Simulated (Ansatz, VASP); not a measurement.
## Sn: VASP beside Ansatz

```xyz
2
Lattice="0.0000 3.2333 3.2333 3.2333 0.0000 3.2333 3.2333 3.2333 0.0000" Properties=species:S:1:pos:R:3 pbc="T T T"
Sn    3.2333    3.2333    3.2333
Sn    4.8500    4.8500    4.8500
```

Alike in both runs: task relaxation of cell and atoms; functional PBEsol; k mesh 10 × 10 × 10; occupations fermi-dirac, width 0.1 eV; no spin polarisation.

|  | VASP | Ansatz |
| --- | --- | --- |
| version | VASP 6.6.1 | Ansatz 0.2.0 |
| potentials or method | VASP PAW PBE potentials, release 64 (Sn_d) | PAW with Ansatz's default frozen-core files, scalar-relativistic |
| plane-wave cutoff (eV) | 600 | 420 |
| valence electrons in the cell | 28 | 28 |

```csv
,VASP,Ansatz,Ansatz less VASP
relaxed volume (Å³/atom),34.97,35.00,+0.033
relaxed length of the cell vector where the two differ most in proportion (Å),4.625,4.626,+0.0015
```

VASP's potentials were made for PBE, not for PBEsol.
